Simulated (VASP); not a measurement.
# P (Im-3m) in VASP: notebook

The runs below take P through single point, relaxation of cell and atoms, with PBE.

Program: VASP 6.6.1. These are calculated values, not measurements. Logs are shortened: lines on timing, memory, paths and dates and some standing lists are left out, and cuts for length are marked.

**1. The cell of the first run**

Symmetry: Im-3m, No. 229, cubic system. The conventional cell has a = 3.051 Å, b = 3.051 Å, c = 3.051 Å, α = 90.00°, β = 90.00°, γ = 90.00°. Within 3.5 Å of P (site symmetry m-3m) lie 14 P at 2.64 to 3.05 Å.

**2. Single point, PBE**

Contents of INCAR:

```
ALGO     = Normal         # electronic algorithm
EDIFF    = 1E-6           # SCF threshold, eV
ENCUT    = 520            # plane-wave cutoff, eV
GGA      = PE             # functional
ISIF     = 2              # what is computed and relaxed
ISMEAR   = -1             # smearing method
LASPH    = T              # aspherical terms in the spheres
LCHARG   = F              # write CHGCAR
LREAL    = F              # projectors in reciprocal space
LWAVE    = F              # write WAVECAR
NBANDS   = 8              # bands
NELM     = 60             # most SCF steps
PREC     = Accurate       # precision mode
SIGMA    = 0.1            # smearing width, eV
```

Contents of KPOINTS:

```
k-points
0
Gamma
  17 17 17
```

Contents of POSCAR:

```
P
1.0
   -1.5257417024      1.5257417024      1.5257417024
    1.5257417024     -1.5257417024      1.5257417024
    1.5257417024      1.5257417024     -1.5257417024
P
1
Direct
    0.0000000000      0.0000000000      0.0000000000
```

Potentials or basis: VASP PAW PBE potentials, release 64 (P).

Run with:

```
$ cat potpaw_PBE.64/P/POTCAR > POTCAR
$ mpirun -np 1 vasp_std > vasp.out
```

OUTCAR:

```text
EDIFF = 1E-6
   ENCUT = 520
   GGA = PE
   ISIF = 2
   ISMEAR = -1
   LASPH = T
   LREAL = F
   NELM = 60
   PREC = Accurate

 ion  position               nearest neighbor table
   1  0.000  0.000  0.000-

  LATTYP: Found a body centered cubic cell.
 ALAT       =     3.0514834048

  Lattice vectors:

 A1 = (  -1.5257417024,   1.5257417024,   1.5257417024)
 A2 = (   1.5257417024,  -1.5257417024,   1.5257417024)
 A3 = (   1.5257417024,   1.5257417024,  -1.5257417024)

Analysis of symmetry for initial positions (statically):
=====================================================================
 Subroutine PRICEL returns:
 Original cell was already a primitive cell.

 Routine SETGRP: Setting up the symmetry group for a
 body centered cubic supercell.

 Subroutine GETGRP returns: Found 48 space group operations
 (whereof 48 operations were pure point group operations)
 out of a pool of 48 trial point group operations.

The static configuration has the point symmetry O_h .

Analysis of symmetry for dynamics (positions and initial velocities):
=====================================================================
 Subroutine PRICEL returns:
 Original cell was already a primitive cell.

 Routine SETGRP: Setting up the symmetry group for a
 body centered cubic supercell.

 Subroutine GETGRP returns: Found 48 space group operations
 (whereof 48 operations were pure point group operations)
 out of a pool of 48 trial point group operations.

The dynamic configuration has the point symmetry O_h .

 Subroutine INISYM returns: Found 48 space group operations
 (whereof 48 operations are pure point group operations),
 and found     1 'primitive' translations

----------------------------------------------------------------------------------------

                                     Primitive cell

  volume of cell :      14.2070

  direct lattice vectors                    reciprocal lattice vectors
    -1.525741702  1.525741702  1.525741702     0.000000000  0.327709467  0.327709467
     1.525741702 -1.525741702  1.525741702     0.327709467  0.000000000  0.327709467
     1.525741702  1.525741702 -1.525741702     0.327709467  0.327709467  0.000000000

  length of vectors
     2.642662148  2.642662148  2.642662148     0.463451173  0.463451173  0.463451173

  position of ions in fractional coordinates (direct lattice)
     0.000000000  0.000000000  0.000000000

  ion indices of the primitive-cell ions
   primitive index   ion index
                 1           1

----------------------------------------------------------------------------------------

 KPOINTS: k-points

Automatic generation of k-mesh.
 Grid dimensions read from file:
 generate k-points for:   17   17   17

 Generating k-lattice:

  Cartesian coordinates                     Fractional coordinates (reciprocal lattice)
     0.000000000  0.019277027  0.019277027     0.058823529  0.000000000  0.000000000
     0.019277027  0.000000000  0.019277027     0.000000000  0.058823529  0.000000000
     0.019277027  0.019277027  0.000000000     0.000000000  0.000000000  0.058823529

  Length of vectors
     0.027261834  0.027261834  0.027261834

  Shift w.r.t. Gamma in fractional coordinates (k-lattice)
     0.000000000  0.000000000  0.000000000

 Subroutine IBZKPT returns following result:
 ===========================================

 Found    165 irreducible k-points:

 Following reciprocal coordinates:
            Coordinates               Weight
  0.000000  0.000000  0.000000      1.000000
  0.058824  0.000000  0.000000     12.000000
  0.117647  0.000000  0.000000     12.000000
  0.176471  0.000000  0.000000     12.000000
  0.235294  0.000000  0.000000     12.000000
  0.294118  0.000000  0.000000     12.000000
[... 16 lines left out ...]
  0.411765  0.117647  0.000000     48.000000
  0.176471  0.176471  0.000000     24.000000
 [... further k-points ...]
   k-points           NKPTS =    165   k-points in BZ     NKDIM =    165   number of bands    NBANDS=      8
   number of dos      NEDOS =    301   number of ions     NIONS =      1
   total plane-waves  NPLWV =   8000
   dimension x,y,z NGX =    20 NGY =   20 NGZ =   20
   dimension x,y,z NGXF=    40 NGYF=   40 NGZF=   40
   ions per type =               1
   NGX,Y,Z   is equivalent  to a cutoff of  12.58, 12.58, 12.58 a.u.
   NGXF,Y,Z  is equivalent  to a cutoff of  25.16, 25.16, 25.16 a.u.
 SYSTEM =  unknown system
   PREC   = accura    normal or accurate (medium, high low for compatibility)
   ISTART =      0    job   : 0-new  1-cont  2-samecut
   ICHARG =      2    charge: 1-file 2-atom 10-const
   ISPIN  =      1    spin polarized calculation?
   LNONCOLLINEAR =      F non collinear calculations
   LSORBIT =      F    spin-orbit coupling
   LASPH  =      T    aspherical Exc in radial PAW
   ENCUT  =  520.0 eV  38.22 Ry    6.18 a.u.   4.91  4.91  4.91*2*pi/ulx,y,z
   NELM   =     60;   NELMIN=  2; NELMDL= -5     # of ELM steps
   EDIFF  = 0.1E-05   stopping-criterion for ELM
   LREAL  =      F    real-space projection
   EDIFFG = 0.1E-04   stopping-criterion for IOM
   NSW    =      0    number of steps for IOM
   IBRION =     -1    ionic relax: 0-MD 1-quasi-New 2-CG
   NFREE  =      0    steps in history (QN), initial steepest desc. (CG)
   ISIF   =      2    stress and relaxation
   ISYM   =      2    0-nonsym 1-usesym 2-fastsym
   POTIM  = 0.5000    time-step for ionic-motion
   TEBEG  =    0.0;   TEEND  =   0.0 temperature during run
   PSTRESS=    0.0 pullay stress
   NELECT =       5.0000    total number of electrons
   NUPDOWN=      -1.0000    fix difference up-down
   EMIN   =  10.00;   EMAX   =-10.00  energy-range for DOS
   EFERMI =   0.00;   METHOD = LEGACY
   ISMEAR =    -1;   SIGMA  =   0.10  broadening in eV -4-tet -1-fermi 0-gaus
   EFERMI_NEDOS =   21; number of points for ismear=-14 and -15
   IALGO  =     38    algorithm
   IMIX   =      4    mixing-type and parameters
     AMIX     =   0.40;   BMIX     =  1.00
     AMIX_MAG =   1.60;   BMIX_MAG =  1.00
  volume/ion in A,a.u.               =      14.21        95.87
  Fermi-wavevector in a.u.,A,eV,Ry     =   1.155838  2.184218 18.176875  1.335963
  Thomas-Fermi vector in A             =   2.292464
   LORBIT       =      0    0 simple, 1 ext, 2 COOP (PROOUT), +10 PAW based schemes
   GGA     = PE    functional components
   LHFCALC =     F    Hartree Fock is set to
   AEXX    =    0.0000 exact exchange contribution
   IVDW    =     0    specifies the selected vdW correction
   LEPSILON=     F    determine dielectric tensor
   LRPA    =     F    only Hartree local field effects (RPA)
 non-spin polarized calculation
  energy-cutoff  :      520.00
  volume of cell :       14.21
 maximum number of plane-waves:       398
   NGX =  9   NGY =  9   NGZ =  9

 number of electron       5.0000002 magnetization

 Free energy of the ion-electron system (eV)
  ---------------------------------------------------
  ext. energy  EPLUGINS =         0.00000000
  ---------------------------------------------------
  free energy    TOTEN  =        -4.68995164 eV

  energy without entropy =       -4.67433147  energy(sigma->0) =       -4.68214156

 E-fermi :   9.9801     XC(G=0): -11.5805

 val. band max:        9.9757484557   @ k =  -0.4706  -0.4706   0.1176
 cond. band min:      10.0382615683   @ k =   0.1765   0.1765   0.0588
 fundamental gap:      0.0625131126
 Fermi energy:         9.9801461052

 k-point     1 :       0.0000    0.0000    0.0000
  band No.  band energies     occupation
      1      -6.4421      2.00000
      2      17.2074      0.00000
      3      17.2074      0.00000
      4      17.2074      0.00000
      5      22.0183      0.00000
      6      22.0183      0.00000
      7      22.0183      0.00000
      8      25.9845      0.00000

 k-point     2 :       0.0588    0.0000    0.0000
  band No.  band energies     occupation
      1      -6.3378      2.00000
      2      16.5092      0.00000
      3      16.8119      0.00000
      4      17.1402      0.00000
      5      21.7143      0.00000
      6      22.1470      0.00000
      7      22.5969      0.00000
      8      25.3035      0.00000

 k-point     3 :       0.1176    0.0000    0.0000
  band No.  band energies     occupation
      1      -6.0252      2.00000
      2      14.8258      0.00000
      3      15.9675      0.00000
      4      16.9466      0.00000
      5      20.9820      0.00000
      6      21.9613      0.00000
      7      23.9879      0.00000
      8      24.7628      0.00000

 k-point     4 :       0.1765    0.0000    0.0000
  band No.  band energies     occupation
      1      -5.5060      2.00000
      2      12.7012      0.00000
      3      15.0583      0.00000
      4      16.6535      0.00000
      5      20.1080      0.00000
      6      21.1561      0.00000
      7      25.1061      0.00000
      8      25.6857      0.00000

 k-point     5 :       0.2353    0.0000    0.0000
  band No.  band energies     occupation
      1      -4.7831      2.00000
      2      10.4359      0.02077
      3      14.2346      0.00000
      4      16.3059      0.00000
      5      19.2677      0.00000
      6      20.2532      0.00000
      7      25.8419      0.00000
      8      25.9559      0.00000
[... 177 lines left out ...]
 k-point    22 :       0.3529    0.1176    0.0000
  band No.  band energies     occupation
      1      -1.1974      2.00000
      2       4.3420      2.00000
      3      10.7058      0.00141
      4      14.0255      0.00000
      5      18.8874      0.00000
      6      21.0427      0.00000
      7      26.4246      0.00000
      8      29.3262      0.00000

 k-point    23 :       0.4118    0.1176    0.0000
  band No.  band energies     occupation
      1       0.0321      2.00000
      2       2.7629      2.00000
      3      10.5088      0.01007
      4      13.8746      0.00000
      5      18.7199      0.00000
      6      20.9592      0.00000
      7      27.4870      0.00000
      8      28.5943      0.00000

 k-point    24 :       0.1765    0.1765    0.0000
  band No.  band energies     occupation
      1      -3.6574      2.00000
      2       9.1949      1.99922
      3      10.8646      0.00029
      4      14.6297      0.00000
      5      20.1180      0.00000
      6      21.8168      0.00000
      7      25.3201      0.00000
      8      26.9151      0.00000

 [... further k-points ...]
[... 5 lines left out ...]
  --------------------------------------------------------------------------------------
  -------------------------------------------------------------------------------------
  Total       -0.0199221     -0.0199221     -0.0199221      0.0000000      0.0000000     -0.0000000
  in kB       -2.2466825     -2.2466825     -2.2466825      0.0000000      0.0000000     -0.0000000
  external PRESSURE =      -2.2466825 kB  Pullay stress =       0.0000000 kB

 VOLUME and BASIS-vectors are now :
 -----------------------------------------------------------------------------
  energy-cutoff  :      520.00
  volume of cell :       14.21
      direct lattice vectors                 reciprocal lattice vectors
    -1.525741702  1.525741702  1.525741702     0.000000000  0.327709467  0.327709467
     1.525741702 -1.525741702  1.525741702     0.327709467  0.000000000  0.327709467
     1.525741702  1.525741702 -1.525741702     0.327709467  0.327709467  0.000000000

 POSITION                                       TOTAL-FORCE (eV/Angst)
 -----------------------------------------------------------------------------------
      0.00000      0.00000      0.00000         0.000000     -0.000000      0.000000
 -----------------------------------------------------------------------------------
    total drift:                                0.000000      0.000000      0.000000

  FREE ENERGIE OF THE ION-ELECTRON SYSTEM (eV)
  ---------------------------------------------------
  free  energy   TOTEN  =        -4.6899516417 eV

  energy  without entropy=       -4.6743314731  energy(sigma->0) =       -4.68214156
```

It took 8.3 s on 1 thread of AMD EPYC 7R13 (Zen 3), shared host; peak memory 0.1 GiB.

Results:

- Free energy: -4.6900 eV
- Pressure: -0.2 GPa

Levels at points of the mesh, in eV from the Fermi level:
| k point | band 1 | band 2 | band 3 | band 4 | band 5 | band 6 | band 7 | band 8 |
| --- | --- | --- | --- | --- | --- | --- | --- | --- |
| (0.00, 0.00, 0.00) | -16.42 | 7.23 | 7.23 | 7.23 | 12.04 | 12.04 | 12.04 | 16.00 |

**3. Single point, PBE**

Contents of INCAR:

```
SYSTEM = P
  PREC = Accurate
  ENCUT = 520
  EDIFF = 1E-6
  ISMEAR = -1
  SIGMA = 0.1
  LREAL = .False.
  LASPH = .True.
  NELM = 60
  ALGO = Normal
  ISIF = 2
  LWAVE = .False.
  LCHARG = .False.
  GGA = PE
  NBANDS = 8
```

Contents of KPOINTS:

```
Automatic mesh
0
Gamma
  17 17 17
  0 0 0
```

POSCAR is that of step 2.

Potentials or basis: VASP PAW PBE potentials, release 64 (P).

Run with:

```
$ cat potpaw_PBE.64/P/POTCAR > POTCAR
$ mpirun -np 1 vasp_std > vasp.out
```

Run time: 8.2 s. Hardware: 1 thread of AMD EPYC 7R13 (Zen 3), shared host; peak memory 0.1 GiB.

It converged, with:

```
Free energy : -4.6900 eV
Pressure    : -0.2 GPa
```

Levels at points of the mesh, in eV from the Fermi level:
```tsv
k point	band 1	band 2	band 3	band 4	band 5	band 6	band 7
(0.00, 0.00, 0.00)	-16.42	7.23	7.23	7.23	12.04	12.04	12.04
```

**4. Relaxation of cell and atoms, PBE**

This run uses another cell than the first one, of 15.00 Å³/atom, 1.056 times its volume.

Contents of INCAR:

```
  PREC = Accurate
  ENCUT = 600
  EDIFF = 1E-6
  ISMEAR = -1
  SIGMA = 0.1
  LREAL = F
  LASPH = T
  NELM = 80
  ALGO = Normal
  ISIF = 3
  LWAVE = F
  LCHARG = F
  GGA = PE
  IBRION = 2
  NSW = 60
  EDIFFG = -0.005
```

Contents of KPOINTS:

```
Automatic mesh
0
Gamma
  17 17 17
```

Contents of POSCAR:

```
P
1.0
   -1.5536162530      1.5536162530      1.5536162530
    1.5536162530     -1.5536162530      1.5536162530
    1.5536162530      1.5536162530     -1.5536162530
P
1
Direct
    0.0000000000      0.0000000000      0.0000000000
```

Potentials or basis: VASP PAW PBE potentials, release 64 (P).

Run with:

```
$ cat potpaw_PBE.64/P/POTCAR > POTCAR
$ mpirun -np 1 vasp_std > vasp.out
```

OUTCAR:

```text
PREC = Accurate
   ENCUT = 600
   EDIFF = 1E-6
   ISMEAR = -1
   LREAL = F
   LASPH = T
   NELM = 80
   ISIF = 3
   GGA = PE
   IBRION = 2
   NSW = 60
   EDIFFG = -0.005

 ion  position               nearest neighbor table
   1  0.000  0.000  0.000-

  LATTYP: Found a body centered cubic cell.
 ALAT       =     3.1072325060

  Lattice vectors:

 A1 = (  -1.5536162530,   1.5536162530,   1.5536162530)
 A2 = (   1.5536162530,  -1.5536162530,   1.5536162530)
 A3 = (   1.5536162530,   1.5536162530,  -1.5536162530)

Analysis of symmetry for initial positions (statically):
=====================================================================
 Subroutine PRICEL returns:
 Original cell was already a primitive cell.

 Routine SETGRP: Setting up the symmetry group for a
 body centered cubic supercell.
[... 169 lines left out ...]

 val. band max:        9.2082995677   @ k =  -0.4706  -0.4706   0.1176
 cond. band min:       9.2282701182   @ k =  -0.2941   0.4118   0.0588
 fundamental gap:      0.0199705505
 Fermi energy:         9.2192634105

 k-point     1 :       0.0000    0.0000    0.0000
  band No.  band energies     occupation
      1      -6.6565      2.00000
      2      15.9167      0.00000
      3      15.9167      0.00000
      4      15.9167      0.00000
      5      21.1040      0.00000
      6      21.1040      0.00000
[... 276 lines left out ...]
--------------------------------------- Ionic step        3  -------------------------------------------

 number of electron       4.9999999 magnetization

 Free energy of the ion-electron system (eV)
  ---------------------------------------------------
  ext. energy  EPLUGINS =         0.00000000
  ---------------------------------------------------
  free energy    TOTEN  =        -4.69026956 eV

  energy without entropy =       -4.67467526  energy(sigma->0) =       -4.68247241

 E-fermi :  10.0078     XC(G=0): -11.5892

 val. band max:       10.0036370052   @ k =  -0.4706  -0.4706   0.1176
 cond. band min:      10.0629717340   @ k =   0.1765   0.1765   0.0588
 fundamental gap:      0.0593347287
 Fermi energy:        10.0078396020

 k-point     1 :       0.0000    0.0000    0.0000
  band No.  band energies     occupation
      1      -6.4343      2.00000
      2      17.2548      0.00000
      3      17.2548      0.00000
      4      17.2548      0.00000
      5      22.0510      0.00000
      6      22.0510      0.00000
[... 235 lines left out ...]
  FREE ENERGIE OF THE ION-ELECTRON SYSTEM (eV)
  ---------------------------------------------------
  free  energy   TOTEN  =        -4.6902695569 eV

  energy  without entropy=       -4.6746752570  energy(sigma->0) =       -4.68247241

 reached required accuracy - stopping structural energy minimisation
```

CONTCAR:

```text
P
   1.00000000000000
    -1.5247424865602215    1.5247424865602215    1.5247424865602215
     1.5247424865602215   -1.5247424865602215    1.5247424865602215
     1.5247424865602215    1.5247424865602215   -1.5247424865602215
  P
     1
Direct
     0.0000000000000000    0.0000000000000000    0.0000000000000000

  0.00000000E+00  0.00000000E+00  0.00000000E+00
```

Run time: 29 s. Hardware: 1 thread of AMD EPYC 7R13 (Zen 3), shared host; peak memory 0.11 GiB.

What came out:

```
Free energy                            : -4.6903 eV
Relaxed volume                         : 14.18 Å³/atom
Relaxed cell                           : a = 2.641 Å, b = 2.641 Å, c = 2.641 Å, α = 109.47°, β = 109.47°, γ = 109.47°
Space group after relaxing (to 0.05 Å) : Im-3m (No. 229)
Energy gained by relaxing              : 13.4 meV/atom
Ionic steps                            : 3
Pressure after relaxing                : 0.0 GPa
```

Step by step:
```csv
step,energy change (eV),largest force (eV/Å),pressure (GPa),volume (Å³)
1,0.0000,0.0000,-5.01,15.00
2,-0.0127,0.0000,1.28,14.00
3,-0.0134,0.0000,0.01,14.18
```

Final structure:
```
P
1.0
    -1.52474    1.52474    1.52474
     1.52474   -1.52474    1.52474
     1.52474    1.52474   -1.52474
P
1
Direct
  0.00000 0.00000 0.00000
```
